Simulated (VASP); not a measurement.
# PtF2 (P4/mmm) in VASP: density of states with PBE

Aim: the density of states of PtF2 with PBE.

All numbers are computed with VASP 6.6.1; they aren't measurements. Logs are shortened: lines on timing, memory, paths and dates and some standing lists are left out, and cuts for length are marked.

## Step 1: The cell of the first run

Symmetry: P4/mmm, No. 123, tetragonal system. Conventional cell: a = 3.902 Å, b = 3.902 Å, c = 2.699 Å, α = 90.00°, β = 90.00°, γ = 90.00°. Within 3.1 Å of Pt (site symmetry 4/mmm) lie 8 F at 2.37 Å and 2 Pt at 2.70 Å. F (site symmetry mmm) has 4 Pt at 2.37 Å and 6 F at 2.70 to 2.76 Å within 3.1 Å.

## Step 2: Density of states, PBE

POSCAR

```
PtF2
1.0
    3.9024007693      0.0000000000      0.0000000000
    0.0000000000      3.9024007693      0.0000000000
    0.0000000000      0.0000000000      2.6992695088
Pt F
1 2
Direct
    0.0000000000      0.0000000000      0.5000000000
    0.5000000000      0.0000000000      0.0000000000
    0.0000000000      0.5000000000      0.0000000000
```

INCAR.step1

```
PREC = Accurate
ENCUT = 520
EDIFF = 1E-6
ISMEAR = 0
SIGMA = 0.1
LREAL = F
LASPH = T
NELM = 100
ALGO = Normal
ISIF = 2
LWAVE = F
LCHARG = T
LMAXMIX = 4
GGA = PE
NBANDS = 19
```

KPOINTS.step1

```
Automatic mesh
0
Gamma
  12 12 16
```

INCAR.step2

```
PREC = Accurate
ENCUT = 520
EDIFF = 1E-6
ISMEAR = -5
SIGMA = 0.1
LREAL = F
LASPH = T
NELM = 100
ALGO = Normal
ISIF = 2
LWAVE = F
LCHARG = F
LMAXMIX = 4
GGA = PE
LORBIT = 11
NBANDS = 19
NEDOS = 1001
ICHARG = 11
```

KPOINTS.step2

```
Automatic mesh
0
Gamma
  18 18 24
```

Potentials or basis: VASP PAW PBE potentials, release 64 (Pt, F).

On the command line:

```sh
$ cat potpaw_PBE.64/Pt/POTCAR potpaw_PBE.64/F/POTCAR > POTCAR
$ cp INCAR.step1 INCAR
$ cp KPOINTS.step1 KPOINTS
$ mpirun -np 1 vasp_std > vasp.out
$ cp INCAR.step2 INCAR
$ cp KPOINTS.step2 KPOINTS
$ mpirun -np 1 vasp_std > vasp.out
```

OUTCAR:

```text
PREC = Accurate
   ENCUT = 520
   EDIFF = 1E-6
   ISMEAR = -5
   LREAL = F
   LASPH = T
   NELM = 100
   ISIF = 2
   GGA = PE
   LORBIT = 11
   ICHARG = 11

 ion  position               nearest neighbor table
   1  0.000  0.000  0.500-   2 2.37   3 2.37   2 2.37   3 2.37   3 2.37   3 2.37   2 2.37   2 2.37

   2  0.500  0.000  0.000-   1 2.37   1 2.37   1 2.37   1 2.37
   3  0.000  0.500  0.000-   1 2.37   1 2.37   1 2.37   1 2.37

  LATTYP: Found a simple tetragonal cell.
 ALAT       =     3.9024007693
 C/A-ratio  =     0.6916945922

  Lattice vectors:

 A1 = (   3.9024007693,   0.0000000000,   0.0000000000)
 A2 = (   0.0000000000,   3.9024007693,   0.0000000000)
 A3 = (   0.0000000000,   0.0000000000,   2.6992695088)

Analysis of symmetry for initial positions (statically):
=====================================================================
 Subroutine PRICEL returns:
 Original cell was already a primitive cell.

 Routine SETGRP: Setting up the symmetry group for a
 simple tetragonal supercell.

 Subroutine GETGRP returns: Found 16 space group operations
 (whereof 16 operations were pure point group operations)
 out of a pool of 16 trial point group operations.

The static configuration has the point symmetry D_4h.

Analysis of symmetry for dynamics (positions and initial velocities):
=====================================================================
 Subroutine PRICEL returns:
 Original cell was already a primitive cell.

 Routine SETGRP: Setting up the symmetry group for a
 simple tetragonal supercell.

 Subroutine GETGRP returns: Found 16 space group operations
 (whereof 16 operations were pure point group operations)
 out of a pool of 16 trial point group operations.

The dynamic configuration has the point symmetry D_4h.

 Subroutine INISYM returns: Found 16 space group operations
 (whereof 16 operations are pure point group operations),
 and found     1 'primitive' translations

----------------------------------------------------------------------------------------

                                     Primitive cell

  volume of cell :      41.1065

  direct lattice vectors                    reciprocal lattice vectors
     3.902400769  0.000000000  0.000000000     0.256252512  0.000000000  0.000000000
     0.000000000  3.902400769  0.000000000     0.000000000  0.256252512  0.000000000
     0.000000000  0.000000000  2.699269509     0.000000000  0.000000000  0.370470602

  length of vectors
     3.902400769  3.902400769  2.699269509     0.256252512  0.256252512  0.370470602

  position of ions in fractional coordinates (direct lattice)
     0.000000000  0.000000000  0.500000000
     0.500000000  0.000000000  0.000000000
     0.000000000  0.500000000  0.000000000

  ion indices of the primitive-cell ions
   primitive index   ion index
                 1           1
                 2           2
                 3           3

----------------------------------------------------------------------------------------

 KPOINTS: Automatic mesh

Automatic generation of k-mesh.
 Grid dimensions read from file:
 generate k-points for:   18   18   24

 Generating k-lattice:

  Cartesian coordinates                     Fractional coordinates (reciprocal lattice)
     0.014236251  0.000000000  0.000000000     0.055555556  0.000000000  0.000000000
     0.000000000  0.014236251  0.000000000     0.000000000  0.055555556  0.000000000
     0.000000000  0.000000000  0.015436275     0.000000000  0.000000000  0.041666667

  Length of vectors
     0.014236251  0.014236251  0.015436275

  Shift w.r.t. Gamma in fractional coordinates (k-lattice)
     0.000000000  0.000000000  0.000000000

 TETIRR: Found  11664 inequivalent tetrahedra from    46656

 Subroutine IBZKPT returns following result:
 ===========================================

 Found    715 irreducible k-points:

 Following reciprocal coordinates:
            Coordinates               Weight
  0.000000  0.000000  0.000000      1.000000
  0.055556  0.000000  0.000000      4.000000
  0.111111  0.000000  0.000000      4.000000
  0.166667  0.000000  0.000000      4.000000
  0.222222  0.000000  0.000000      4.000000
  0.277778  0.000000  0.000000      4.000000
[... 16 lines left out ...]
  0.277778  0.111111  0.000000      8.000000
  0.333333  0.111111  0.000000      8.000000
 [... further k-points ...]
   k-points           NKPTS =    715   k-points in BZ     NKDIM =    715   number of bands    NBANDS=     19
   number of dos      NEDOS =   1001   number of ions     NIONS =      3
   total plane-waves  NPLWV =  18000
   dimension x,y,z NGX =    30 NGY =   30 NGZ =   20
   dimension x,y,z NGXF=    60 NGYF=   60 NGZF=   40
   ions per type =               1   2
   NGX,Y,Z   is equivalent  to a cutoff of  12.78, 12.78, 12.32 a.u.
   NGXF,Y,Z  is equivalent  to a cutoff of  25.56, 25.56, 24.64 a.u.
 SYSTEM =  unknown system
   PREC   = accura    normal or accurate (medium, high low for compatibility)
   ISTART =      0    job   : 0-new  1-cont  2-samecut
   ICHARG =     11    charge: 1-file 2-atom 10-const
   ISPIN  =      1    spin polarized calculation?
   LNONCOLLINEAR =      F non collinear calculations
   LSORBIT =      F    spin-orbit coupling
   LASPH  =      T    aspherical Exc in radial PAW
   ENCUT  =  520.0 eV  38.22 Ry    6.18 a.u.   7.26  7.26  5.02*2*pi/ulx,y,z
   NELM   =    100;   NELMIN=  2; NELMDL=  0     # of ELM steps
   EDIFF  = 0.1E-05   stopping-criterion for ELM
   LREAL  =      F    real-space projection
   EDIFFG = 0.1E-04   stopping-criterion for IOM
   NSW    =      0    number of steps for IOM
   IBRION =     -1    ionic relax: 0-MD 1-quasi-New 2-CG
   NFREE  =      0    steps in history (QN), initial steepest desc. (CG)
   ISIF   =      2    stress and relaxation
   ISYM   =      2    0-nonsym 1-usesym 2-fastsym
   POTIM  = 0.5000    time-step for ionic-motion
   TEBEG  =    0.0;   TEEND  =   0.0 temperature during run
   PSTRESS=    0.0 pullay stress
   NELECT =      24.0000    total number of electrons
   NUPDOWN=      -1.0000    fix difference up-down
   EMIN   =  10.00;   EMAX   =-10.00  energy-range for DOS
   EFERMI =   0.00;   METHOD = LEGACY
   ISMEAR =    -5;   SIGMA  =   0.10  broadening in eV -4-tet -1-fermi 0-gaus
   EFERMI_NEDOS =   21; number of points for ismear=-14 and -15
   IALGO  =     38    algorithm
   IMIX   =      4    mixing-type and parameters
     AMIX     =   0.40;   BMIX     =  1.00
     AMIX_MAG =   1.60;   BMIX_MAG =  1.00
  volume/ion in A,a.u.               =      13.70        92.47
  Fermi-wavevector in a.u.,A,eV,Ry     =   1.368281  2.585676 25.472725  1.872192
  Thomas-Fermi vector in A             =   2.494259
   LORBIT       =     11    0 simple, 1 ext, 2 COOP (PROOUT), +10 PAW based schemes
   GGA     = PE    functional components
   LHFCALC =     F    Hartree Fock is set to
   AEXX    =    0.0000 exact exchange contribution
   IVDW    =     0    specifies the selected vdW correction
   LEPSILON=     F    determine dielectric tensor
   LRPA    =     F    only Hartree local field effects (RPA)
 non-spin polarized calculation
 Fermi weights with tetrahedron method with Bloechl corrections
  energy-cutoff  :      520.00
  volume of cell :       41.11
 maximum number of plane-waves:      1126
 NGX is ok and might be reduce to    30

 number of electron      23.9999995 magnetization

 Free energy of the ion-electron system (eV)
  ---------------------------------------------------
  ext. energy  EPLUGINS =         0.00000000
  ---------------------------------------------------
  free energy    TOTEN  =       -10.75331718 eV

  energy without entropy =      -10.75331718  energy(sigma->0) =      -10.75331718

 E-fermi :   2.9568     XC(G=0): -10.3796

 val. band max:        3.0306312106   @ k =   0.0000   0.0000   0.2917
 cond. band min:       2.8940744079   @ k =   0.0000   0.0000   0.2500
 fundamental gap:     -0.1365568027
 Fermi energy:         2.9567972989

 k-point     1 :       0.0000    0.0000    0.0000
  band No.  band energies     occupation
      1     -20.3865      2.00000
      2     -19.7926      2.00000
      3      -2.5395      2.00000
      4      -2.5395      2.00000
      5      -1.8849      2.00000
      6      -0.6063      2.00000
[... 11 lines left out ...]
     18      21.6434      0.00000
     19      22.5299      0.00000

 k-point     2 :       0.0556    0.0000    0.0000
  band No.  band energies     occupation
      1     -20.3804      2.00000
      2     -19.7954      2.00000
      3      -2.6570      2.00000
      4      -2.5331      2.00000
      5      -1.7991      2.00000
      6      -0.6184      2.00000
[... 11 lines left out ...]
     18      21.6530      0.00000
     19      22.3280      0.00000

 k-point     3 :       0.1111    0.0000    0.0000
  band No.  band energies     occupation
      1     -20.3630      2.00000
      2     -19.8039      2.00000
      3      -2.9080      2.00000
      4      -2.5139      2.00000
      5      -1.6366      2.00000
      6      -0.6590      2.00000
[... 11 lines left out ...]
     18      21.6483      0.00000
     19      21.9454      0.00000

 k-point     4 :       0.1667    0.0000    0.0000
  band No.  band energies     occupation
      1     -20.3349      2.00000
      2     -19.8181      2.00000
      3      -3.1959      2.00000
      4      -2.4825      2.00000
      5      -1.4781      2.00000
      6      -0.7366      2.00000
[... 407 lines left out ...]
     18      20.5598      0.00000
     19      21.3889      0.00000

 k-point    23 :       0.2778    0.1111    0.0000
  band No.  band energies     occupation
      1     -20.2344      2.00000
      2     -19.8684      2.00000
      3      -3.9097      2.00000
      4      -2.3895      2.00000
      5      -1.5869      2.00000
      6      -0.9414      2.00000
[... 11 lines left out ...]
     18      20.3063      0.00000
     19      21.1144      0.00000

 k-point    24 :       0.3333    0.1111    0.0000
  band No.  band energies     occupation
      1     -20.1876      2.00000
      2     -19.8969      2.00000
      3      -4.1140      2.00000
      4      -2.3467      2.00000
      5      -1.6789      2.00000
      6      -1.0370      2.00000
[... 11 lines left out ...]
     18      20.1793      0.00000
     19      20.8577      0.00000

 [... further k-points ...]
[... 5 lines left out ...]
  --------------------------------------------------------------------------------------
  -------------------------------------------------------------------------------------
  Total       -0.1717175     -0.1717175     -0.1258349      0.0000000      0.0000000      0.0000000
  in kB       -6.6929112     -6.6929112     -4.9045769      0.0000000      0.0000000      0.0000000
  external PRESSURE =      -6.0967998 kB  Pullay stress =       0.0000000 kB

 VOLUME and BASIS-vectors are now :
 -----------------------------------------------------------------------------
  energy-cutoff  :      520.00
  volume of cell :       41.11
      direct lattice vectors                 reciprocal lattice vectors
     3.902400769  0.000000000  0.000000000     0.256252512  0.000000000  0.000000000
     0.000000000  3.902400769  0.000000000     0.000000000  0.256252512  0.000000000
     0.000000000  0.000000000  2.699269509     0.000000000  0.000000000  0.370470602

 POSITION                                       TOTAL-FORCE (eV/Angst)
 -----------------------------------------------------------------------------------
      0.00000      0.00000      1.34963         0.000000      0.000000      0.000000
      1.95120      0.00000      0.00000         0.000000      0.000000      0.000000
      0.00000      1.95120      0.00000         0.000000      0.000000      0.000000
 -----------------------------------------------------------------------------------
    total drift:                                0.000000      0.000000      0.000000

  FREE ENERGIE OF THE ION-ELECTRON SYSTEM (eV)
  ---------------------------------------------------
  free  energy   TOTEN  =       -10.7533171776 eV

  energy  without entropy=      -10.7533171776  energy(sigma->0) =      -10.75331718

 total charge

# of ion       s       p       d       tot
------------------------------------------
    1        0.375   0.300   7.952   8.628
    2        1.756   4.225   0.000   5.981
    3        1.756   4.225   0.000   5.981
--------------------------------------------------
tot          3.887   8.750   7.952  20.590
```

Wall time 12 min (1 thread of AMD EPYC 7R13 (Zen 3), shared host); peak memory 0.55 GiB.

What came out:

| Property | Result |
| --- | --- |
| Valence electrons inside the program's atomic spheres | Pt 8.63; F 5.98 |

Caveat: spin-orbit coupling is left out, which moves the levels of the heavy elements; tetrahedron occupations give inexact forces and stress in metals.
